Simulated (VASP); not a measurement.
## Cu: relaxation of cell and atoms with PBEsol

The system is Cu.

```
CELL_PARAMETERS angstrom
2.56000 0.00000 0.00000
-1.28000 2.21703 0.00000
0.00000 0.00000 4.18048
ATOMIC_POSITIONS crystal
Cu 0.33333 0.66667 0.25000
Cu 0.66667 0.33333 0.75000
```

| Item | Value |
| --- | --- |
| Program | VASP 6.6.1 |
| Task | relaxation of cell and atoms |
| Functional | PBEsol |
| Potentials or basis | VASP PAW PBE potentials, release 64 (Cu) |
| Cutoff | 600 eV |
| k mesh | 11 × 11 × 6 |
| Occupations | methfessel-paxton, width 0.05 eV |
| Spin | no spin polarisation |
| Dipole correction | no |
| Further INCAR settings | ALGO = Normal; EDIFF = 1e-07; IBRION = 2; EDIFFG = -0.02; NSW = 80; ISIF = 3 |

```
Relaxed volume                         : 11.38 Å³/atom
Relaxed cell                           : a = 2.517 Å, b = 2.517 Å, c = 4.146 Å, α = 90.00°, β = 90.00°, γ = 120.00°
Space group after relaxing (to 0.05 Å) : P6_3/mmc (No. 194)
Energy gained by relaxing              : 10.6 meV/atom
Ionic steps                            : 5
Pressure after relaxing                : -0.1 GPa
Band gap on the k mesh                 : zero (band 11 reaches 11.37 eV, above the bottom of band 12 at 5.87 eV)
```

Stress tensor (GPa, compression positive):
```
-0.21  0.00  0.00
 0.00 -0.21  0.00
 0.00  0.00  0.09
```

The path:
```csv
step,energy change (eV),largest force (eV/Å),pressure (GPa),volume (Å³)
1,0.0000,0.0000,-6.26,23.73
2,-0.0137,0.0000,4.39,22.17
3,-0.0211,0.0000,0.10,22.72
4,-0.0210,0.0000,-0.05,22.74
5,-0.0213,0.0000,-0.11,22.75
```

Final structure:
```
CELL_PARAMETERS angstrom
2.51736 0.00000 0.00000
-1.25868 2.18010 0.00000
0.00000 0.00000 4.14593
ATOMIC_POSITIONS crystal
Cu 0.33333 0.66667 0.25000
Cu 0.66667 0.33333 0.75000
```

Levels at points of the mesh, in eV from the Fermi level:
| k point | band 7 | band 8 | band 9 | band 10 | band 11 | band 12 | band 13 | band 14 | band 15 |
| --- | --- | --- | --- | --- | --- | --- | --- | --- | --- |
| (0.00, 0.00, 0.00) | -2.97 | -2.63 | -2.63 | -1.86 | -1.86 | -1.32 | 3.71 | 21.66 | 22.36 |
| (0.00, 0.00, 0.50) | -3.22 | -3.22 | -2.10 | -2.10 | -2.10 | -2.10 | 12.41 | 12.41 | 22.36 |

It took 92 s on 1 thread of Intel(R) Xeon(R) Platinum 8259CL CPU @ 2.50GHz (Skylake/Cascade Lake) (shared host), peak memory 0.15 GiB.

Caveat: the PAW data sets were made with another functional, which shifts forces and pressure a little.
